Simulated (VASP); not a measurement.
GaSb3, 4 atoms in the cell. The structure is cubic, space group Fm-3m (No. 225). The conventional cell has a = 7.251 Å, b = 7.251 Å, c = 7.251 Å, α = 90.00°, β = 90.00°, γ = 90.00°. Ga (site symmetry m-3m) has 14 Sb at 3.14 to 3.63 Å within 4.1 Å. Within 4.1 Å of Sb (site symmetry m-3m) lie 8 Sb at 3.14 Å and 6 Ga at 3.63 Å. Within 4.1 Å of Sb (site symmetry -43m) lie 4 Ga at 3.14 Å and 10 Sb at 3.14 to 3.63 Å. 

* Program: VASP 6.6.1
* Task: single point
* Functional: LDA
* Potentials or basis: VASP PAW LDA potentials, release 64 (Ga_d, Sb)
* Cutoff: 500 eV
* k mesh: 5 × 5 × 5
* Occupations: fermi-dirac, width 0.01 eV
* Spin: no spin polarisation
* Dipole correction: no
* Further INCAR settings: ALGO = Normal; EDIFF = 1e-06; NBANDS = 22

Potentials or basis: VASP PAW LDA potentials, release 64 (Ga_d, Sb).

The run is started by

```sh
$ cat potpaw_LDA.64/Ga_d/POTCAR potpaw_LDA.64/Sb/POTCAR > POTCAR
$ mpirun -np 1 vasp_std > vasp.out
```

Hardware: 1 thread of Intel(R) Xeon(R) Platinum 8488C (Sapphire Rapids), on a shared host.

Question: Estimate the wall time of this run.

Answer: Wall time 20 s on 1 thread of Intel(R) Xeon(R) Platinum 8488C (Sapphire Rapids) (shared host), peak memory 0.19 GiB. Counts: scf iterations 11, k points 10.
